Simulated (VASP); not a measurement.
# AlN (Cmmm) in VASP: further runs

The runs below take AlN through single point, relaxation of cell and atoms, with PBE.

All numbers are computed with VASP 6.6.1; they aren't measurements. Logs are shortened: lines on timing, memory, paths and dates and some standing lists are left out, and cuts for length are marked.

### 1 The cell of the first run

Symmetry: Cmmm, No. 65, orthorhombic system. Conventional cell: a = 5.929 Å, b = 9.329 Å, c = 2.950 Å, α = 90.00°, β = 90.00°, γ = 90.00°. Al (site symmetry mmm) has 2 N at 1.73 Å within 2.3 Å. Within 2.6 Å of Al (site symmetry mmm) lie 4 N at 1.92 Å. Within 2.3 Å of N (site symmetry 2mm) lie 3 Al at 1.73 to 1.92 Å.

### 2 Single point, PBE

File INCAR:

```
ALGO = Normal
EDIFF = 1E-6
ENCUT = 520
GGA = PE
ISIF = 2
ISMEAR = 0
LASPH = T
LCHARG = T
LELF = T
LREAL = F
LVHAR = T
LWAVE = F
NBANDS = 16
NELM = 100
PREC = Accurate
SIGMA = 0.01
```

File KPOINTS:

```
k-points
0
Gamma
  8 8 12
```

File POSCAR:

```
AlN
1.0
    2.9643600650     -4.6647099001      0.0000000000
    2.9643600650      4.6647099001      0.0000000000
    0.0000000000      0.0000000000      2.9503421603
Al N
2 2
Direct
    0.0000000000      0.0000000000      0.0000000000
    0.5000000000      0.5000000000      0.5000000000
    0.7084700192      0.7084700192      0.0000000000
    0.2915299808      0.2915299808      0.0000000000
```

Potentials or basis: VASP PAW PBE potentials, release 64 (Al, N).

Run with:

```bash
cat potpaw_PBE.64/Al/POTCAR potpaw_PBE.64/N/POTCAR > POTCAR
mpirun -np 1 vasp_std > vasp.out
```

OUTCAR:

```text
EDIFF = 1E-6
   ENCUT = 520
   GGA = PE
   ISIF = 2
   ISMEAR = 0
   LASPH = T
   LREAL = F
   NELM = 100
   PREC = Accurate

 ion  position               nearest neighbor table
   1  0.000  0.000  0.000-   3 1.73   4 1.73   2 3.31   2 3.31   2 3.31   2 3.31
   2  0.500  0.500  0.500-   3 1.92   4 1.92   3 1.92   4 1.92   1 3.31   1 3.31   1 3.31   1 3.31

   3  0.708  0.708  0.000-   1 1.73   2 1.92   2 1.92
   4  0.292  0.292  0.000-   1 1.73   2 1.92   2 1.92

  LATTYP: Found a base centered orthorhombic cell.
 ALAT       =     5.9287201300
 B/A-ratio  =     1.5735976055
 C/A-ratio  =     0.4976355935

  Lattice vectors:

 A1 = (   2.9643600650,  -4.6647099001,   0.0000000000)
 A2 = (   2.9643600650,   4.6647099001,   0.0000000000)
 A3 = (   0.0000000000,   0.0000000000,   2.9503421603)

Analysis of symmetry for initial positions (statically):
=====================================================================
 Subroutine PRICEL returns:
 Original cell was already a primitive cell.

 Routine SETGRP: Setting up the symmetry group for a
 base centered orthorhombic supercell.

 Subroutine GETGRP returns: Found  8 space group operations
 (whereof  8 operations were pure point group operations)
 out of a pool of  8 trial point group operations.

The static configuration has the point symmetry D_2h.

Analysis of symmetry for dynamics (positions and initial velocities):
=====================================================================
 Subroutine PRICEL returns:
 Original cell was already a primitive cell.

 Routine SETGRP: Setting up the symmetry group for a
 base centered orthorhombic supercell.

 Subroutine GETGRP returns: Found  8 space group operations
 (whereof  8 operations were pure point group operations)
 out of a pool of  8 trial point group operations.

The dynamic configuration has the point symmetry D_2h.

 Subroutine INISYM returns: Found  8 space group operations
 (whereof  8 operations are pure point group operations),
 and found     1 'primitive' translations

----------------------------------------------------------------------------------------

                                     Primitive cell

  volume of cell :      81.5940

  direct lattice vectors                    reciprocal lattice vectors
     2.964360065 -4.664709900  0.000000000     0.168670468 -0.107187802  0.000000000
     2.964360065  4.664709900  0.000000000     0.168670468  0.107187802  0.000000000
     0.000000000  0.000000000  2.950342160     0.000000000  0.000000000  0.338943738

  length of vectors
     5.526929441  5.526929441  2.950342160     0.199847321  0.199847321  0.338943738

  position of ions in fractional coordinates (direct lattice)
     0.000000000  0.000000000  0.000000000
     0.500000000  0.500000000  0.500000000
     0.708470019  0.708470019  0.000000000
     0.291529981  0.291529981  0.000000000

  ion indices of the primitive-cell ions
   primitive index   ion index
                 1           1
                 2           2
                 3           3
                 4           4

----------------------------------------------------------------------------------------

 KPOINTS: k-points

Automatic generation of k-mesh.
 Grid dimensions read from file:
 generate k-points for:    8    8   12

 Generating k-lattice:

  Cartesian coordinates                     Fractional coordinates (reciprocal lattice)
     0.021083809 -0.013398475  0.000000000     0.125000000  0.000000000  0.000000000
     0.021083809  0.013398475  0.000000000     0.000000000  0.125000000  0.000000000
     0.000000000  0.000000000  0.028245311     0.000000000  0.000000000  0.083333333

  Length of vectors
     0.024980915  0.024980915  0.028245311

  Shift w.r.t. Gamma in fractional coordinates (k-lattice)
     0.000000000  0.000000000  0.000000000

 Subroutine IBZKPT returns following result:
 ===========================================

 Found    147 irreducible k-points:

 Following reciprocal coordinates:
            Coordinates               Weight
  0.000000  0.000000  0.000000      1.000000
  0.125000  0.000000  0.000000      4.000000
  0.250000  0.000000  0.000000      4.000000
  0.375000  0.000000  0.000000      4.000000
  0.500000  0.000000  0.000000      2.000000
  0.125000  0.125000  0.000000      2.000000
[... 16 lines left out ...]
  0.125000  0.000000  0.083333      8.000000
  0.250000  0.000000  0.083333      8.000000
 [... further k-points ...]
   k-points           NKPTS =    147   k-points in BZ     NKDIM =    147   number of bands    NBANDS=     16
   number of dos      NEDOS =    301   number of ions     NIONS =      4
   total plane-waves  NPLWV =  42336
   dimension x,y,z NGX =    42 NGY =   42 NGZ =   24
   dimension x,y,z NGXF=    84 NGYF=   84 NGZF=   48
   ions per type =               2   2
   NGX,Y,Z   is equivalent  to a cutoff of  12.63, 12.63, 13.52 a.u.
   NGXF,Y,Z  is equivalent  to a cutoff of  25.27, 25.27, 27.05 a.u.
 SYSTEM =  unknown system
   PREC   = accura    normal or accurate (medium, high low for compatibility)
   ISTART =      0    job   : 0-new  1-cont  2-samecut
   ICHARG =      2    charge: 1-file 2-atom 10-const
   ISPIN  =      1    spin polarized calculation?
   LNONCOLLINEAR =      F non collinear calculations
   LSORBIT =      F    spin-orbit coupling
   LASPH  =      T    aspherical Exc in radial PAW
   ENCUT  =  520.0 eV  38.22 Ry    6.18 a.u.  10.28 10.28  5.49*2*pi/ulx,y,z
   NELM   =    100;   NELMIN=  2; NELMDL= -5     # of ELM steps
   EDIFF  = 0.1E-05   stopping-criterion for ELM
   LREAL  =      F    real-space projection
   EDIFFG = 0.1E-04   stopping-criterion for IOM
   NSW    =      0    number of steps for IOM
   IBRION =     -1    ionic relax: 0-MD 1-quasi-New 2-CG
   NFREE  =      0    steps in history (QN), initial steepest desc. (CG)
   ISIF   =      2    stress and relaxation
   ISYM   =      2    0-nonsym 1-usesym 2-fastsym
   POTIM  = 0.5000    time-step for ionic-motion
   TEBEG  =    0.0;   TEEND  =   0.0 temperature during run
   PSTRESS=    0.0 pullay stress
   NELECT =      16.0000    total number of electrons
   NUPDOWN=      -1.0000    fix difference up-down
   EMIN   =  10.00;   EMAX   =-10.00  energy-range for DOS
   EFERMI =   0.00;   METHOD = LEGACY
   ISMEAR =     0;   SIGMA  =   0.01  broadening in eV -4-tet -1-fermi 0-gaus
   EFERMI_NEDOS =   21; number of points for ismear=-14 and -15
   IALGO  =     38    algorithm
   IMIX   =      4    mixing-type and parameters
     AMIX     =   0.40;   BMIX     =  1.00
     AMIX_MAG =   1.60;   BMIX_MAG =  1.00
  volume/ion in A,a.u.               =      20.40       137.66
  Fermi-wavevector in a.u.,A,eV,Ry     =   0.951106  1.797329 12.307861  0.904602
  Thomas-Fermi vector in A             =   2.079545
   LORBIT       =      0    0 simple, 1 ext, 2 COOP (PROOUT), +10 PAW based schemes
   GGA     = PE    functional components
   LHFCALC =     F    Hartree Fock is set to
   AEXX    =    0.0000 exact exchange contribution
   IVDW    =     0    specifies the selected vdW correction
   LEPSILON=     F    determine dielectric tensor
   LRPA    =     F    only Hartree local field effects (RPA)
 non-spin polarized calculation
 Gauss-broadening in eV      SIGMA  =   0.01
  energy-cutoff  :      520.00
  volume of cell :       81.59
 maximum number of plane-waves:      2226
 NGX is ok and might be reduce to    42
   NGX = 21   NGY = 21   NGZ = 11

 number of electron      16.0000001 magnetization

 Free energy of the ion-electron system (eV)
  ---------------------------------------------------
  ext. energy  EPLUGINS =         0.00000000
  ---------------------------------------------------
  free energy    TOTEN  =       -24.74458269 eV

  energy without entropy =      -24.74458269  energy(sigma->0) =      -24.74458269

 E-fermi :   1.5353     XC(G=0):  -7.5144

 val. band max:        1.4882178895   @ k =   0.5000   0.5000   0.5000
 cond. band min:       1.5833904844   @ k =   0.0000   0.0000   0.0000
 fundamental gap:      0.0951725950
 Fermi energy:         1.5352615386

 k-point     1 :       0.0000    0.0000    0.0000
  band No.  band energies     occupation
      1     -13.0498      2.00000
      2     -11.4157      2.00000
      3      -5.0140      2.00000
      4      -1.1521      2.00000
      5       0.1308      2.00000
      6       0.3060      2.00000
[... 8 lines left out ...]
     15      10.3365      0.00000
     16      12.4495      0.00000

 k-point     2 :       0.1250    0.0000    0.0000
  band No.  band energies     occupation
      1     -13.0172      2.00000
      2     -11.4782      2.00000
      3      -4.8685      2.00000
      4      -1.1534      2.00000
      5      -0.2771      2.00000
      6       0.1837      2.00000
[... 8 lines left out ...]
     15      10.7383      0.00000
     16      12.5270      0.00000

 k-point     3 :       0.2500    0.0000    0.0000
  band No.  band energies     occupation
      1     -12.9278      2.00000
      2     -11.6370      2.00000
      3      -4.4625      2.00000
      4      -1.1987      2.00000
      5      -1.0028      2.00000
      6      -0.0859      2.00000
[... 8 lines left out ...]
     15      11.1815      0.00000
     16      12.7364      0.00000

 k-point     4 :       0.3750    0.0000    0.0000
  band No.  band energies     occupation
      1     -12.8147      2.00000
      2     -11.8162      2.00000
      3      -3.8867      2.00000
      4      -1.9072      2.00000
      5      -1.0851      2.00000
      6      -0.3408      2.00000
[... 8 lines left out ...]
     15      11.3557      0.00000
     16      12.7638      0.00000
[... 324 lines left out ...]
 k-point    22 :       0.0000    0.0000    0.0833
  band No.  band energies     occupation
      1     -12.9892      2.00000
      2     -11.3714      2.00000
      3      -4.9384      2.00000
      4      -1.0816      2.00000
      5      -0.0379      2.00000
      6       0.1547      2.00000
[... 8 lines left out ...]
     15      10.6793      0.00000
     16      11.4974      0.00000

 k-point    23 :       0.1250    0.0000    0.0833
  band No.  band energies     occupation
      1     -12.9568      2.00000
      2     -11.4330      2.00000
      3      -4.7948      2.00000
      4      -1.0833      2.00000
      5      -0.3293      2.00000
      6       0.1234      2.00000
[... 8 lines left out ...]
     15      11.0000      0.00000
     16      11.5964      0.00000

 k-point    24 :       0.2500    0.0000    0.0833
  band No.  band energies     occupation
      1     -12.8681      2.00000
      2     -11.5897      2.00000
      3      -4.3942      2.00000
      4      -1.1501      2.00000
      5      -0.9647      2.00000
      6      -0.0220      2.00000
[... 8 lines left out ...]
     15      11.4120      0.00000
     16      11.8685      0.00000

 [... further k-points ...]

------------------------ aborting loop because EDIFF is reached ----------------------------------------

  FORCE on cell =-STRESS in cart. coord.  units (eV):
  Direction    XX          YY          ZZ          XY          YZ          ZX
  --------------------------------------------------------------------------------------
  -------------------------------------------------------------------------------------
  Total        0.0380008      0.0001114     -0.0432650      0.0000000      0.0000000      0.0000000
  in kB        0.7461835      0.0021871     -0.8495501      0.0000000      0.0000000      0.0000000
  external PRESSURE =      -0.0337265 kB  Pullay stress =       0.0000000 kB

 VOLUME and BASIS-vectors are now :
 -----------------------------------------------------------------------------
  energy-cutoff  :      520.00
  volume of cell :       81.59
      direct lattice vectors                 reciprocal lattice vectors
     2.964360065 -4.664709900  0.000000000     0.168670468 -0.107187802  0.000000000
     2.964360065  4.664709900  0.000000000     0.168670468  0.107187802  0.000000000
     0.000000000  0.000000000  2.950342160     0.000000000  0.000000000  0.338943738

 POSITION                                       TOTAL-FORCE (eV/Angst)
 -----------------------------------------------------------------------------------
      0.00000      0.00000      0.00000        -0.000000      0.000000      0.000000
      2.96436      0.00000      1.47517        -0.000000     -0.000000      0.000000
      4.20032      0.00000      0.00000        -0.027477      0.000000      0.000000
      1.72840      0.00000      0.00000         0.027477      0.000000      0.000000
 -----------------------------------------------------------------------------------
    total drift:                                0.000000      0.000000      0.000000

  FREE ENERGIE OF THE ION-ELECTRON SYSTEM (eV)
  ---------------------------------------------------
  free  energy   TOTEN  =       -24.7445826929 eV

  energy  without entropy=      -24.7445826929  energy(sigma->0) =      -24.74458269
```

Wall time 1.8 min (1 thread of Intel Xeon Platinum 8488C (Sapphire Rapids), shared host); peak memory 0.29 GiB.

Results:

```yaml
Free_energy: -24.7446 eV
Pressure: 0.0 GPa
Largest_force: 0.027 eV/Å
Band_gap_on_the_k_mesh: 0.10 eV, indirect (least direct gap 0.32 eV)
```

Forces in eV/Å, atoms in the order of the input:
```
Al   0.000  0.000  0.000
Al   0.000  0.000  0.000
N   -0.027  0.000  0.000
N    0.027  0.000  0.000
```

Levels at points of the mesh, in eV from the valence-band top:
```tsv
k point	band 5	band 6	band 7	band 8	band 9	band 10	band 11	band 12
(0.00, 0.00, 0.00)	-1.36	-1.18	-0.93	-0.22	0.10	2.25	4.12	7.28
(0.50, 0.00, 0.00)	-2.55	-1.94	-0.85	-0.32	2.03	3.08	5.05	5.33
(0.50, 0.50, 0.00)	-1.35	-0.92	-0.86	-0.23	0.95	3.37	4.80	5.37
(0.00, 0.00, 0.50)	-3.58	-1.27	-0.95	-0.16	1.10	4.46	5.07	5.62
(0.50, 0.00, 0.50)	-4.07	-2.30	-1.14	-0.57	2.16	4.63	5.21	5.69
(0.50, 0.50, 0.50)	-3.61	-1.63	-0.95	0.00	0.93	3.36	5.39	6.14
```

A k mesh can miss the band edges.

### 3 Relaxation of cell and atoms, PBE

File INCAR:

```
ALGO = Normal
EDIFF = 1E-7
EDIFFG = -0.01
ENCUT = 600
GGA = PE
IBRION = 2
ISIF = 3
ISMEAR = 0
LASPH = T
LCHARG = F
LREAL = F
LWAVE = F
NELM = 100
NSW = 100
PREC = Accurate
SIGMA = 0.01
```

KPOINTS is that of step 2.

POSCAR is that of step 2.

Potentials or basis: VASP PAW PBE potentials, release 64 (Al, N).

Run with:

```bash
cat potpaw_PBE.64/Al/POTCAR potpaw_PBE.64/N/POTCAR > POTCAR
mpirun -np 1 vasp_std > vasp.out
```

Wall time 2.4 min (1 thread of Intel Xeon Platinum 8488C (Sapphire Rapids), shared host); peak memory 0.34 GiB.

Results (log left out):

```
Free energy                            : -24.7473 eV
Relaxed volume                         : 20.39 Å³/atom
Relaxed cell                           : a = 5.526 Å, b = 5.526 Å, c = 2.949 Å, α = 90.00°, β = 90.00°, γ = 115.12°
Space group after relaxing (to 0.05 Å) : Cmmm (No. 65)
Energy gained by relaxing              : 0.0 meV/atom
Ionic steps                            : 3
Pressure after relaxing                : 0.0 GPa
Largest force after relaxing           : 0.005 eV/Å
Band gap on the k mesh                 : 0.09 eV, indirect (least direct gap 0.31 eV)
```

Forces in eV/Å, atoms in the order of the input:
```
Al   0.000  0.000  0.000
Al   0.000  0.000  0.000
N    0.005  0.000  0.000
N   -0.005  0.000  0.000
```

Final structure:
```yaml
crystal:
  lattice:
    - [2.96454, -4.66398, 0.00000]
    - [2.96454, 4.66398, 0.00000]
    - [0.00000, 0.00000, 2.94914]
  atoms:
    - { symbol: Al, position: [0.00000, 0.00000, 0.00000] }
    - { symbol: Al, position: [0.50000, 0.50000, 0.50000] }
    - { symbol: N, position: [0.70836, 0.70836, 0.00000] }
    - { symbol: N, position: [0.29164, 0.29164, 0.00000] }
```

Levels at points of the mesh, in eV from the valence-band top:
| k point | band 4 | band 5 | band 6 | band 7 | band 8 | band 9 | band 10 | band 11 | band 12 |
| --- | --- | --- | --- | --- | --- | --- | --- | --- | --- |
| (0.00, 0.00, 0.00) | -2.64 | -1.36 | -1.18 | -0.93 | -0.22 | 0.09 | 2.25 | 4.11 | 7.28 |
| (0.50, 0.00, 0.00) | -3.90 | -2.56 | -1.94 | -0.85 | -0.32 | 2.03 | 3.07 | 5.05 | 5.33 |
| (0.50, 0.50, 0.00) | -3.37 | -1.35 | -0.92 | -0.86 | -0.23 | 0.95 | 3.36 | 4.80 | 5.38 |
| (0.00, 0.00, 0.50) | -5.06 | -3.58 | -1.28 | -0.95 | -0.16 | 1.10 | 4.46 | 5.08 | 5.62 |
| (0.50, 0.00, 0.50) | -4.34 | -4.08 | -2.30 | -1.14 | -0.57 | 2.16 | 4.63 | 5.22 | 5.69 |
| (0.50, 0.50, 0.50) | -5.09 | -3.61 | -1.63 | -0.95 | 0.00 | 0.92 | 3.36 | 5.39 | 6.13 |
